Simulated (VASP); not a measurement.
Runs of VASP 6.6.1 on Rh. The structure is that of space group I4/mmm (No. 139), or close to it. The cells are those of the table. 

```tsv
cell	gap on the mesh (eV)	pressure (GPa)
a = 2.677, b = 2.677, c = 2.966 Å, angles 56.4, 56.4, 67.3°, 1 atom	none	-19.2
a = 2.442, b = 2.442, c = 2.706 Å, angles 56.4, 56.4, 67.3°, 1 atom	none	(d)
a = 2.788, b = 2.788, c = 2.565 Å, angles 62.6, 62.6, 54.8°, 1 atom	none	-9.4
a = 2.758, b = 2.758, c = 2.862 Å, angles 58.7, 58.7, 62.5°, 1 atom	none	-30.9
a = 2.476, b = 2.476, c = 2.570 Å, angles 58.7, 58.7, 62.5°, 1 atom	none	88.6
a = 2.456, b = 2.456, c = 2.637 Å, angles 57.5, 57.5, 65.0°, 1 atom	none	91.6
a = 2.677, b = 2.677, c = 3.204 Å, angles 53.2, 53.2, 73.5°, 1 atom	none	-18.6
a = 2.879, b = 2.879, c = 2.649 Å, angles 62.6, 62.6, 54.8°, 1 atom	none	-28.2
a = 2.585, b = 2.585, c = 2.379 Å, angles 62.6, 62.6, 54.8°, 1 atom	none	(c)
a = 2.734, b = 2.734, c = 2.937 Å, angles 57.5, 57.5, 65.0°, 1 atom	none	(b)
a = 2.719, b = 2.719, c = 3.013 Å, angles 56.4, 56.4, 67.3°, 1 atom	none	-27.1
a = 2.715, b = 2.715, c = 2.817 Å, angles 58.7, 58.7, 62.5°, 1 atom	none	(a)
```

Alike in all rows: task single point; level LDA; potentials or basis VASP PAW LDA potentials, release 64 (Rh_pv); no spin polarisation; k mesh 22 × 22 × 22; cutoff (eV) 520; smearing gaussian 0.15 eV.

Question: Fill in the values left out.

Answer: (a) -23.4; (b) -29.2; (c) 94.1; (d) 95.1.

Caveats: the stress differs along the axes, from -27 to -3 GPa (at least some runs); the stress differs along the axes, from 79 to 127 GPa (at least some runs); the stress differs along the axes, from -32 to 2 GPa (at least some runs); the stress differs along the axes, from -35 to -23 GPa (at least some runs); the stress differs along the axes, from 79 to 109 GPa (at least some runs); the stress differs along the axes, from 75 to 124 GPa (at least some runs); the stress differs along the axes, from -30 to -13 GPa (at least some runs).

A k mesh can miss the band edges, and the runs leave out spin-orbit coupling on Rh.

A gap of «none» marks levels without a gap at the run's occupations.
